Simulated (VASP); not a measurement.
A run of VASP 6.6.1 is set up as follows.

Contents of INCAR:

```
SYSTEM = TaN
PREC     = Accurate       ! precision mode
ENCUT    = 520            ! plane-wave cutoff, eV
EDIFF    = 1E-6           ! SCF threshold, eV
ISMEAR   = -1             ! smearing method
SIGMA    = 0.1            ! smearing width, eV
LREAL    = .False.        ! projectors in reciprocal space
LASPH    = .True.         ! aspherical terms in the spheres
NELM     = 80             ! most SCF steps
ALGO     = Normal         ! electronic algorithm
ISIF     = 2              ! what is computed and relaxed
LWAVE    = .False.        ! write WAVECAR
LCHARG   = .False.        ! write CHGCAR
NBANDS   = 33             ! bands
```

KPOINTS

```
regular mesh
0
Gamma
  6 6 10
  0 0 0
```

The input POSCAR:

```
TaN
1.0
    5.1910000000      0.0000000000      0.0000000000
   -2.5955000000      4.4955378700      0.0000000000
    0.0000000000      0.0000000000      2.9080000000
Ta N
3 3
Direct
    0.0000000000      0.0000000000      0.0000000000
    0.3333333333      0.6666666667      0.5000000000
    0.6666666667      0.3333333333      0.5000000000
    0.5000000000      0.0000000000      0.0000000000
    0.5000000000      0.5000000000      0.0000000000
    0.0000000000      0.5000000000      0.0000000000
```

Potentials or basis: VASP PAW LDA potentials, release 64 (Ta_pv, N).

Run with:

```console
$ cat potpaw_LDA.64/Ta_pv/POTCAR potpaw_LDA.64/N/POTCAR > POTCAR
$ mpirun -np 1 vasp_std > vasp.out
```

(1) What does it give for the band gap on the k mesh?

(2) Predict the pressure.

Results:

(1) zero (band 24 reaches 8.89 eV, above the bottom of band 25 at 6.75 eV).

(2) -3.6 GPa.

Caveat: spin-orbit coupling is left out, which moves the levels of the heavy elements.
